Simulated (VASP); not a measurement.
Write the native input for VASP 6.6.1 that does the following.

| Property | Result |
| --- | --- |
| Task | single point |
| Functional | PBE |
| Potentials or basis | VASP PAW PBE potentials, release 64 (Li_sv, Nb_sv, O) |
| Cutoff | 520 eV |
| k mesh | 6 × 6 × 6 |
| Occupations | gaussian, width 0.05 eV |
| Spin | no spin polarisation |
| Dipole correction | no |
| Further INCAR settings | ALGO = Normal; EDIFF = 1e-06; NBANDS = 45 |

The structure of LiNbO3 lies in POSCAR:

```
LiNbO3
1.0
    2.4896500000      1.4374000978      4.7517666666
   -2.4896500000      1.4374000978      4.7517666666
    0.0000000000     -2.8748001953      4.7517666667
Li Nb O
2 2 6
Direct
    0.2500000000      0.2500000000      0.2500000000
    0.7500000000      0.7500000000      0.7500000000
    0.0000000000      0.0000000000      0.0000000000
    0.5000000000      0.5000000000      0.5000000000
    0.1303353734      0.3696646266      0.7500000000
    0.7500000000      0.1303353734      0.3696646266
    0.3696646266      0.7500000000      0.1303353734
    0.8696646266      0.6303353734      0.2500000000
    0.2500000000      0.8696646266      0.6303353734
    0.6303353734      0.2500000000      0.8696646266
```

The input as run:

INCAR

```
SYSTEM = LiNbO3
PREC = Accurate
ENCUT = 520
EDIFF = 1E-6
ISMEAR = 0
SIGMA = 0.05
LREAL = .FALSE.
LASPH = .TRUE.
NELM = 60
ALGO = Normal
ISIF = 2
LWAVE = .FALSE.
LCHARG = .FALSE.
GGA = PE
NBANDS = 45
```

KPOINTS

```
Automatic mesh
0
G
  6 6 6
  0 0 0
```

Potentials or basis: VASP PAW PBE potentials, release 64 (Li_sv, Nb_sv, O).

Command:

```bash
$ cat potpaw_PBE.64/Li_sv/POTCAR potpaw_PBE.64/Nb_sv/POTCAR potpaw_PBE.64/O/POTCAR > POTCAR
$ mpirun -np 1 vasp_std > vasp.out
```

It gave:

```
Largest force          : 0.546 eV/Å
Band gap on the k mesh : 2.54 eV (least direct gap 2.68 eV)
```

Run time: 92 s on 1 thread of Intel(R) Xeon(R) 6975P-C (Granite Rapids) (shared host), peak memory 0.31 GiB.
